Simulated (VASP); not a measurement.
# Ti12H (a cell with a defect) in VASP: notebook

Runs on Ti12H (a cell with a defect). Level: PBEsol. Tasks: single point.

Program: VASP 6.6.1. These are calculated values, not measurements. Logs are shortened: lines on timing, memory, paths and dates and some standing lists are left out, and cuts for length are marked.

## 1. The cell of the first run

The cell holds a defect, 13 atoms: a = 5.900 Å, b = 8.850 Å, c = 4.685 Å, α = 90.00°, β = 90.00°, γ = 120.00°.

## 2. Single point, PBEsol

INCAR

```
SYSTEM = Ti12H
PREC = Accurate
ENCUT = 520
EDIFF = 1E-6
ISMEAR = 0
SIGMA = 0.1
LREAL = .FALSE.
LASPH = .TRUE.
NELM = 60
ALGO = Normal
ISIF = 2
LWAVE = .FALSE.
LCHARG = .TRUE.
GGA = PS
LELF = .TRUE.
LVHAR = .TRUE.
NBANDS = 84
```

KPOINTS

```
regular mesh
0
G
  4 3 5
  0 0 0
```

POSCAR

```
Ti12H
1.0
    5.9000000000      0.0000000000      0.0000000000
   -4.4250000000      7.6643250000      0.0000000000
    0.0000000000      0.0000000000      4.6846000000
Ti H
12 1
Direct
    0.0003510100      0.0008332110      0.0044923793
    0.1643289594      0.2203274261      0.5008643214
    0.0029980966      0.3309958803      0.0011732058
    0.1757233165      0.5589045350      0.4999363873
    0.0024618157      0.6704437768     -0.0011356359
    0.1682128279      0.8904998157      0.4993100798
    0.4980430747     -0.0011552224      0.0019158519
    0.6631423221      0.2181992543      0.5017845707
    0.4916801817      0.3307003552      0.0008752081
    0.6629471424      0.5583159639      0.5004354694
    0.5017737437      0.6691017148      0.0007168168
    0.6654890524      0.8884068721      0.4970560987
    0.8319540099      0.4451703183      0.7518870341
```

Potentials or basis: VASP PAW PBE potentials, release 64 (Ti_sv, H).

Launch:

```sh
cat potpaw_PBE.64/Ti_sv/POTCAR potpaw_PBE.64/H/POTCAR > POTCAR
mpirun -np 1 vasp_std > vasp.out
```

OUTCAR:

```text
SYSTEM = Ti12H
   PREC = Accurate
   ENCUT = 520
   EDIFF = 1E-6
   ISMEAR = 0
   LREAL = .FALSE.
   LASPH = .TRUE.
   NELM = 60
   ISIF = 2
   GGA = PS

 ion  position               nearest neighbor table
   1  0.000  0.001  0.004-   2 2.87  12 2.87   6 2.88   2 2.90   9 2.91   3 2.91   6 2.92
   2  0.164  0.220  0.501-   1 2.87   3 2.88   9 2.88   9 2.88   3 2.88   1 2.90
   3  0.003  0.331  0.001-   2 2.88   2 2.88   9 2.88   8 2.91   1 2.91   4 2.92   8 2.92
   4  0.176  0.559  0.500-  11 2.87  10 2.88  11 2.88  12 2.90   5 2.91   3 2.92
   5  0.002  0.670  0.999-   6 2.88   6 2.89  10 2.91   4 2.91   7 2.92  10 2.92
   6  0.168  0.890  0.499-   7 2.88   1 2.88   5 2.88   5 2.89   7 2.90   8 2.91   1 2.92
   7  0.498  0.999  0.002-   6 2.88  12 2.88   8 2.88   8 2.88   6 2.90  12 2.91   5 2.92
   8  0.663  0.218  0.502-   7 2.88   7 2.88   6 2.91   9 2.91   3 2.91   3 2.92   9 2.92
   9  0.492  0.331  0.001-   2 2.88   2 2.88   3 2.88   1 2.91   8 2.91  10 2.92   8 2.92
  10  0.663  0.558  0.500-  11 2.88   4 2.88  11 2.88   5 2.91  12 2.91   9 2.92   5 2.92
  11  0.502  0.669  0.001-  12 2.87   4 2.87  10 2.88   4 2.88  10 2.88  12 2.90
  12  0.665  0.888  0.497-  11 2.87   1 2.87   7 2.88  11 2.90   4 2.90   7 2.91  10 2.91
  13  0.832  0.445  0.752-

  LATTYP: Found a simple monoclinic cell.
 ALAT       =     5.9000000000
 B/A-ratio  =     0.7940000000
 C/A-ratio  =     1.3228756849
 COS(beta)  =    -0.1889822323

  Lattice vectors:

 A1 = (   5.9000000000,   0.0000000000,   0.0000000000)
 A2 = (   0.0000000000,   0.0000000000,   4.6846000000)
 A3 = (  -1.4750000000,  -7.6643250000,   0.0000000000)

Analysis of symmetry for initial positions (statically):
=====================================================================
 Subroutine PRICEL returns:
 Original cell was already a primitive cell.

 Routine SETGRP: Setting up the symmetry group for a
 simple monoclinic supercell.

 Subroutine GETGRP returns: Found  1 space group operations
 (whereof  1 operations were pure point group operations)
 out of a pool of  4 trial point group operations.

The static configuration has the point symmetry C_1 .

Analysis of symmetry for dynamics (positions and initial velocities):
=====================================================================
 Subroutine PRICEL returns:
 Original cell was already a primitive cell.

 Routine SETGRP: Setting up the symmetry group for a
 simple monoclinic supercell.

[... 140 lines left out ...]
   EFERMI =   0.00;   METHOD = LEGACY
   ISMEAR =     0;   SIGMA  =   0.10  broadening in eV -4-tet -1-fermi 0-gaus
   EFERMI_NEDOS =   21; number of points for ismear=-14 and -15
   IALGO  =     38    algorithm
   IMIX   =      4    mixing-type and parameters
     AMIX     =   0.40;   BMIX     =  1.00
     AMIX_MAG =   1.60;   BMIX_MAG =  1.00
  volume/ion in A,a.u.               =      16.30       109.96
  Fermi-wavevector in a.u.,A,eV,Ry     =   1.442773  2.726446 28.321806  2.081594
  Thomas-Fermi vector in A             =   2.561256
   LORBIT       =      0    0 simple, 1 ext, 2 COOP (PROOUT), +10 PAW based schemes
   GGA     = PS    functional components
   LHFCALC =     F    Hartree Fock is set to
   AEXX    =    0.0000 exact exchange contribution
   IVDW    =     0    specifies the selected vdW correction
   LEPSILON=     F    determine dielectric tensor
   LRPA    =     F    only Hartree local field effects (RPA)
 non-spin polarized calculation
 Gauss-broadening in eV      SIGMA  =   0.10
  energy-cutoff  :      520.00
  volume of cell :      211.84
 maximum number of plane-waves:      5724
 NGX is ok and might be reduce to    48
   NGX = 21   NGY = 33   NGZ = 17

 number of electron     144.9999998 magnetization

 Free energy of the ion-electron system (eV)
  ---------------------------------------------------
  ext. energy  EPLUGINS =         0.00000000
  ---------------------------------------------------
  free energy    TOTEN  =      -103.79194108 eV

  energy without entropy =     -103.71091593  energy(sigma->0) =     -103.75142851

 E-fermi :   8.1409     XC(G=0): -11.6144

 val. band max:        8.1396293800   @ k =   0.2500  -0.3333   0.4000
 cond. band min:       8.1510818724   @ k =   0.2500   0.0000   0.2000
 fundamental gap:      0.0114524924
 Fermi energy:         8.1409157310

 k-point     1 :       0.0000    0.0000    0.0000
  band No.  band energies     occupation
      1     -48.5292      2.00000
      2     -48.4639      2.00000
      3     -48.4354      2.00000
      4     -48.4344      2.00000
      5     -48.4219      2.00000
      6     -48.4149      2.00000
[... 2077 lines left out ...]
     83       8.9687      0.00000
     84       9.0548      0.00000

 [... further k-points ...]

------------------------ aborting loop because EDIFF is reached ----------------------------------------

  FORCE on cell =-STRESS in cart. coord.  units (eV):
  Direction    XX          YY          ZZ          XY          YZ          ZX
  --------------------------------------------------------------------------------------
  -------------------------------------------------------------------------------------
  Total       -6.9137751     -6.6970292     -7.2311960      0.1196692     -0.0038814      0.0165525
  in kB      -52.2910535    -50.6517365    -54.6918076      0.9050956     -0.0293563      0.1251921
  external PRESSURE =     -52.5448659 kB  Pullay stress =       0.0000000 kB

 VOLUME and BASIS-vectors are now :
 -----------------------------------------------------------------------------
  energy-cutoff  :      520.00
  volume of cell :      211.84
      direct lattice vectors                 reciprocal lattice vectors
     5.900000000  0.000000000  0.000000000     0.169491525  0.097855976  0.000000000
    -4.425000000  7.664325000  0.000000000     0.000000000  0.130474634  0.000000000
     0.000000000  0.000000000  4.684600000     0.000000000  0.000000000  0.213465397

 POSITION                                       TOTAL-FORCE (eV/Angst)
 -----------------------------------------------------------------------------------
     -0.00162      0.00639      0.02105        -0.006073     -0.006559      0.019883
     -0.00541      1.68866      2.34635        -0.001838      0.002582     -0.005182
     -1.44697      2.53686      0.00550         0.003458     -0.003467      0.002526
     -1.43639      4.28363      2.34200        -0.013808      0.000199      0.003119
     -2.95219      5.13850      4.67928        -0.003027      0.019636      0.011466
     -2.94801      6.82508      2.33907        -0.014381     -0.014513     -0.014935
     -1.48143      7.65547      0.00897         0.006879      0.005490      0.011594
      2.94701      1.67235      2.35066         0.003332      0.017549      0.005668
      1.43756      2.53459      0.00410        -0.027453     -0.017737      0.015308
      1.44084      4.27912      2.34434         0.003395      0.008647     -0.011546
     -0.00031      5.12821      0.00336         0.009411     -0.006040     -0.000588
     -0.00481      6.80904      2.32851         0.017234      0.008399     -0.018861
      2.93865      3.41193      3.52229         0.022872     -0.014185     -0.018452
 -----------------------------------------------------------------------------------
    total drift:                               -0.000541      0.000087      0.000446

  FREE ENERGIE OF THE ION-ELECTRON SYSTEM (eV)
  ---------------------------------------------------
  free  energy   TOTEN  =      -103.7919410838 eV

  energy  without entropy=     -103.7109159297  energy(sigma->0) =     -103.75142851
```

Run time: 13 min. Hardware: 1 thread of Oxide Virtual Turin-like, shared host; peak memory 0.54 GiB.

What came out:

| Item | Value |
| --- | --- |
| Free energy | -103.7919 eV |
| Pressure | -5.3 GPa |
| Largest force | 0.036 eV/Å |
| Band gap on the k mesh | zero (an odd number of electrons rules out a gap without spin polarisation) |

Forces on the atoms (eV/Å):
```
Ti  -0.006 -0.007  0.020
Ti  -0.002  0.003 -0.005
Ti   0.003 -0.003  0.003
Ti  -0.014  0.000  0.003
Ti  -0.003  0.020  0.011
Ti  -0.014 -0.015 -0.015
Ti   0.007  0.005  0.012
Ti   0.003  0.018  0.006
Ti  -0.027 -0.018  0.015
Ti   0.003  0.009 -0.012
Ti   0.009 -0.006 -0.001
Ti   0.017  0.008 -0.019
H    0.023 -0.014 -0.018
```

Levels at points of the mesh, in eV from the Fermi level:
| k point | band 68 | band 69 | band 70 | band 71 | band 72 | band 73 | band 74 | band 75 | band 76 | band 77 |
| --- | --- | --- | --- | --- | --- | --- | --- | --- | --- | --- |
| (0.00, 0.00, 0.00) | -0.78 | -0.66 | -0.60 | 0.08 | 0.28 | 0.38 | 0.48 | 0.50 | 0.54 | 0.59 |
| (0.50, 0.00, 0.00) | -0.95 | -0.71 | -0.70 | -0.51 | -0.45 | 0.01 | 0.19 | 0.29 | 0.35 | 0.56 |

Caveat: the PAW data sets were made with another functional, which shifts forces and pressure a little.

## 3. Single point, PBEsol

INCAR

```
SYSTEM = Ti12H
  PREC = Accurate
  ENCUT = 520
  EDIFF = 1E-6
  ISMEAR = 0
  SIGMA = 0.1
  LREAL = .FALSE.
  LASPH = .TRUE.
  NELM = 100
  ALGO = Normal
  ISIF = 2
  LWAVE = .FALSE.
  LCHARG = .TRUE.
  GGA = PS
  LELF = .TRUE.
  LVHAR = .TRUE.
  NBANDS = 84
```

KPOINTS is that of step 2.

POSCAR

```
Ti12H
1.0
    5.9000000000      0.0000000000      0.0000000000
   -4.4250000000      7.6643250000      0.0000000000
    0.0000000000      0.0000000000      4.6846000000
Ti H
12 1
Direct
    0.0012472601      0.0002731385     -0.0033466885
    0.1649733371      0.2195899973      0.5005290687
    0.0034976992      0.3304403626      0.0004393405
    0.1752923322      0.5580838652      0.5007507747
    0.0035218415      0.6705232456      0.0014494763
    0.1686279749      0.8897929430      0.5014757260
    0.4984384988     -0.0018773237     -0.0011621946
    0.6642235811      0.2182542394      0.4985189778
    0.4912882799      0.3298674963     -0.0001679450
    0.6633154171      0.5578000294      0.5012253221
    0.5023730062      0.6683836956      0.0006376585
    0.6663674020      0.8878417365      0.5041118003
    0.8346913100      0.4430994344      0.2509793532
```

Potentials or basis: VASP PAW PBE potentials, release 64 (Ti_sv, H).

Launch:

```sh
cat potpaw_PBE.64/Ti_sv/POTCAR potpaw_PBE.64/H/POTCAR > POTCAR
mpirun -np 1 vasp_std > vasp.out
```

Wall time 35 min (1 thread of Oxide Virtual Turin-like, shared host); peak memory 0.53 GiB.

Results (log left out):

* Free energy: -103.7919 eV
* Pressure: -5.3 GPa
* Largest force: 0.037 eV/Å
* Band gap on the k mesh: zero (an odd number of electrons rules out a gap without spin polarisation)

Forces on the atoms (eV/Å):
```
Ti  -0.018 -0.007 -0.018
Ti  -0.011  0.007  0.000
Ti   0.010 -0.012 -0.017
Ti   0.016  0.015  0.013
Ti  -0.004 -0.021  0.007
Ti  -0.007 -0.003  0.012
Ti   0.014  0.017 -0.014
Ti   0.003 -0.021  0.013
Ti   0.006 -0.002  0.001
Ti   0.013 -0.002 -0.004
Ti   0.001 -0.002 -0.003
Ti   0.006  0.008  0.020
H   -0.028  0.023 -0.009
```

Stress tensor (GPa, compression positive):
```
-5.23  0.09 -0.01
 0.09 -5.07  0.00
-0.01  0.00 -5.47
```

Levels at points of the mesh, in eV from the Fermi level:
```
           k point  band 69  band 70  band 71  band 72  band 73  band 74  band 75  band 76
(0.00, 0.00, 0.00)    -0.66    -0.60     0.08     0.28     0.38     0.48     0.50     0.54
(0.50, 0.00, 0.00)    -0.71    -0.70    -0.51    -0.45     0.01     0.19     0.29     0.35
```

Caveat: the PAW data sets were made with another functional, which shifts forces and pressure a little.
